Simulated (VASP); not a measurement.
# SiC (P6_3mc) in VASP: a series of runs, part 2 of 2

VASP 6.6.1.

**4. Single point, PBEsol (10.96 Å³/atom)**

This run uses another cell than the first one, of 10.96 Å³/atom.

INCAR

```
SYSTEM = SiC
ALGO = Normal
EDIFF = 1E-6
ENCUT = 520
GGA = PS
ISIF = 2
ISMEAR = -1
LASPH = .True.
LCHARG = .False.
LREAL = .False.
LWAVE = .False.
NBANDS = 16
NELM = 60
PREC = Accurate
SIGMA = 0.08
```

KPOINTS

```
k-points
0
Gamma
  15 15 8
  0 0 0
```

POSCAR

```
SiC
1.0
    3.1363272130      0.0000000000      0.0000000000
   -1.5681636065      2.7161390411      0.0000000000
    0.0000000000      0.0000000000      5.1470055276
Si C
2 2
Direct
    0.3333333333      0.6666666667      0.0000000000
    0.6666666667      0.3333333333      0.5000000000
    0.3333333333      0.6666666667      0.3850000000
    0.6666666667      0.3333333333      0.8850000000
```

Potentials or basis: VASP PAW PBE potentials, release 64 (Si, C).

Run with:

```sh
cat potpaw_PBE.64/Si/POTCAR potpaw_PBE.64/C/POTCAR > POTCAR
mpirun -np 1 vasp_std > vasp.out
```

OUTCAR:

```text
SYSTEM = SiC
   EDIFF = 1E-6
   ENCUT = 520
   GGA = PS
   ISIF = 2
   ISMEAR = -1
   LASPH = .True.
   LREAL = .False.
   NELM = 60
   PREC = Accurate

 ion  position               nearest neighbor table
   1  0.333  0.667  0.000-   4 1.91   4 1.91   4 1.91   3 1.98   2 3.15   2 3.15   2 3.15   2 3.15
                             2 3.15   2 3.15
   2  0.667  0.333  0.500-   3 1.91   3 1.91   3 1.91   4 1.98   1 3.15   1 3.15   1 3.15   1 3.15
                             1 3.15   1 3.15
   3  0.333  0.667  0.385-   2 1.91   2 1.91   2 1.91   1 1.98
   4  0.667  0.333  0.885-   1 1.91   1 1.91   1 1.91   2 1.98

  LATTYP: Found a hexagonal cell.
 ALAT       =     3.1363272130
 C/A-ratio  =     1.6410932846

  Lattice vectors:

 A1 = (   3.1363272130,   0.0000000000,   0.0000000000)
 A2 = (  -1.5681636065,   2.7161390411,   0.0000000000)
 A3 = (   0.0000000000,   0.0000000000,   5.1470055276)

Analysis of symmetry for initial positions (statically):
=====================================================================
 Subroutine PRICEL returns:
 Original cell was already a primitive cell.

 Routine SETGRP: Setting up the symmetry group for a
 hexagonal supercell.

[... 176 lines left out ...]
 fundamental gap:      2.2639442665
 Fermi energy:         8.8428876380

 k-point     1 :       0.0000    0.0000    0.0000
  band No.  band energies     occupation
      1      -7.5763      2.00000
      2      -4.2542      2.00000
      3      -0.7094      2.00000
      4       6.1802      2.00000
      5       6.1802      2.00000
      6       7.4342      2.00000
[... 433 lines left out ...]
      3       0.3337      2.00000
      4       1.4794      2.00000
      5       2.0625      2.00000
      6       3.1123      2.00000
[... 8 lines left out ...]
     15      18.1924      0.00000
     16      18.9502      0.00000

 [... further k-points ...]

------------------------ aborting loop because EDIFF is reached ----------------------------------------

  FORCE on cell =-STRESS in cart. coord.  units (eV):
  Direction    XX          YY          ZZ          XY          YZ          ZX
  --------------------------------------------------------------------------------------
  -------------------------------------------------------------------------------------
  Total       -2.7649699     -2.7649699     -3.5248991     -0.0000000      0.0000000      0.0000000
  in kB     -101.0352663   -101.0352663   -128.8039755     -0.0000000      0.0000000      0.0000000
  external PRESSURE =    -110.2915027 kB  Pullay stress =       0.0000000 kB

 VOLUME and BASIS-vectors are now :
 -----------------------------------------------------------------------------
  energy-cutoff  :      520.00
  volume of cell :       43.85
      direct lattice vectors                 reciprocal lattice vectors
     3.136327213  0.000000000  0.000000000     0.318844283  0.184084832  0.000000000
    -1.568163606  2.716139041  0.000000000     0.000000000  0.368169665  0.000000000
     0.000000000  0.000000000  5.147005528     0.000000000  0.000000000  0.194287726

 POSITION                                       TOTAL-FORCE (eV/Angst)
 -----------------------------------------------------------------------------------
     -0.00000      1.81076      0.00000         0.000000      0.000000      0.663807
      1.56816      0.90538      2.57350         0.000000     -0.000000      0.663807
     -0.00000      1.81076      1.98160         0.000000     -0.000000     -0.663807
      1.56816      0.90538      4.55510        -0.000000      0.000000     -0.663807
 -----------------------------------------------------------------------------------
    total drift:                               -0.000000      0.000000     -0.000331

  FREE ENERGIE OF THE ION-ELECTRON SYSTEM (eV)
  ---------------------------------------------------
  free  energy   TOTEN  =       -31.7016963146 eV

  energy  without entropy=      -31.7016963020  energy(sigma->0) =      -31.70169631
```

stdout:

```text
POSCAR found type information on POSCAR SiC
 POSCAR found :  2 types and       4 ions
 scaLAPACK will be used
 -----------------------------------------------------------------------------
|                                                                             |
|                                                                             |
|     You enforced a specific xc type in the INCAR file but a different       |
|     I HOPE YOU KNOW WHAT YOU ARE DOING!                                     |
|                                                                             |
 -----------------------------------------------------------------------------

 LDA part: xc-table for (Slater+PW92), standard interpolation
 POSCAR, INCAR and KPOINTS ok, starting setup
 FFT: planning ... GRIDC
 FFT: planning ... GRID_SOFT
 FFT: planning ... GRID
 WAVECAR not read
 entering main loop
```

Run time: 64 s. Hardware: 1 thread of Intel Xeon 8259CL, shared host; peak memory 0.21 GiB.

What came out:

```
Free energy            : -31.7017 eV
Pressure               : -11.0 GPa
Largest force          : 0.664 eV/Å
Band gap on the k mesh : 2.26 eV (least direct gap 3.85 eV)
```

Forces on the atoms (eV/Å):
```
Si   0.000  0.000  0.664
Si   0.000  0.000  0.664
C    0.000  0.000 -0.664
C    0.000  0.000 -0.664
```

Levels at points of the mesh, in eV from the valence-band top:
| k point | band 4 | band 5 | band 6 | band 7 | band 8 | band 9 | band 10 | band 11 | band 12 | band 13 |
| --- | --- | --- | --- | --- | --- | --- | --- | --- | --- | --- |
| (0.00, 0.00, 0.00) | -1.53 | -1.53 | -0.27 | -0.27 | 0.00 | 4.07 | 5.36 | 6.11 | 6.11 | 6.99 |
| (0.00, 0.00, 0.50) | -4.37 | -0.95 | -0.95 | -0.95 | -0.95 | 5.14 | 5.14 | 6.79 | 6.79 | 6.79 |

Caveat: the cell stands under tension; the PAW data sets were made with another functional, which shifts forces and pressure a little; an odd mesh through Γ misses points on the zone boundary, where band edges can lie.

**5. Summary**

```csv
cell,gap on the mesh (eV),pressure (GPa),largest force (eV/Å)
"a = 3.076, b = 3.076, c = 5.149 Å, angles 90.0, 90.0, 120.0°, 4 atoms",2.24,-3.1,0.84
"a = 3.096, b = 3.096, c = 5.081 Å, angles 90.0, 90.0, 120.0°, 4 atoms",2.20,-3.7,0.72
"a = 3.136, b = 3.136, c = 5.147 Å, angles 90.0, 90.0, 120.0°, 4 atoms",2.26,-11.0,0.66
```

Alike in all rows: task single point; level PBEsol; potentials or basis VASP PAW PBE potentials, release 64 (Si, C); no spin polarisation; k mesh 15 × 15 × 8; cutoff (eV) 520; smearing fermi-dirac 0.08 eV.

Caveats: the cell stands under tension; the PAW data sets were made with another functional, which shifts forces and pressure a little; an odd mesh through Γ misses points on the zone boundary, where band edges can lie.

Absolute energies hang on the potentials; compare differences alone.
